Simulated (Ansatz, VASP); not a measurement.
**Two plane-wave programs on PbO2**

Contents of INCAR:

```
SYSTEM = PbO2
PREC = Accurate
ENCUT = 520
EDIFF = 1E-6
ISMEAR = 0
SIGMA = 0.1
LREAL = .False.
LASPH = .True.
NELM = 80
ALGO = Normal
ISIF = 2
LWAVE = .False.
LCHARG = .True.
GGA = PE
LELF = .True.
LVHAR = .True.
NBANDS = 35
```

The input KPOINTS:

```
Automatic mesh
0
Gamma
  4 4 6
  0 0 0
```

The input POSCAR:

```
PbO2
1.0
    4.9949598700      0.0000000000      0.0000000000
    0.0000000000      4.9949598700      0.0000000000
    0.0000000000      0.0000000000      3.4090009600
Pb O
2 4
Direct
    0.0000000000      0.0000000000      0.0000000000
    0.5000000000      0.5000000000      0.5000000000
    0.3074289600      0.3074289600      0.0000000000
    0.1925710400      0.8074289600      0.5000000000
    0.8074289600      0.1925710400      0.5000000000
    0.6925710400      0.6925710400      0.0000000000
```

Input for Ansatz:

```yaml
crystal:
  lattice:
    - [4.99495987, 0.0, 0.0]
    - [0.0, 4.99495987, 0.0]
    - [0.0, 0.0, 3.40900096]
  atoms:
    - { symbol: Pb, position: [0.0, 0.0, 0.0] }
    - { symbol: Pb, position: [0.5, 0.5, 0.5] }
    - { symbol: O, position: [0.30742896, 0.30742896, 0.0] }
    - { symbol: O, position: [0.19257104, 0.80742896, 0.5] }
    - { symbol: O, position: [0.80742896, 0.19257104, 0.5] }
    - { symbol: O, position: [0.69257104, 0.69257104, 0.0] }
basis:
  ecutwfc: 420
kpoints:
  mp_grid: { grid: [4, 4, 6] }
hamiltonian:
  xc: pbe
  pseudopotentials: { kind: paw, azcp: { folder: soft_1 } }
scf:
  occupations: { method: gaussian, width: 0.1 }
output:
  forces: true
  stress: true
  eigenvalues: true
```

Alike in both runs: task single point; functional PBE; k mesh 4 × 4 × 6; occupations gaussian, width 0.1 eV; no spin polarisation.

```csv
,VASP,Ansatz
version,VASP 6.6.1,Ansatz 0.2.0
potentials or method,"VASP PAW PBE potentials, release 64 (Pb_d, O), cutoff 520 eV","scalar-relativistic, plane waves, PAW"
valence electrons in the cell,52,52
```

Ansatz gave:

* gap on the k mesh at the Fermi level (eV): 0.17
* least direct gap on the mesh (eV): 0.67
* pressure (GPa): 5.7
* traceless stress, the component that is largest in VASP (GPa): 0.82
* rms of the force components (eV/Å): 0.020

What did VASP give for the same quantities?

gap on the k mesh at the Fermi level (eV): 0.17; least direct gap on the mesh (eV): 0.67; pressure (GPa): 5.9; traceless stress, the component that is largest in VASP (GPa): 0.92; rms of the force components (eV/Å): 0.024.

Atom by atom the forces differ by 0.005 eV/Å (rms over components). With one functional, cell and mesh, what is left measures potentials, basis and numerics.

Neither program's run includes spin-orbit coupling.
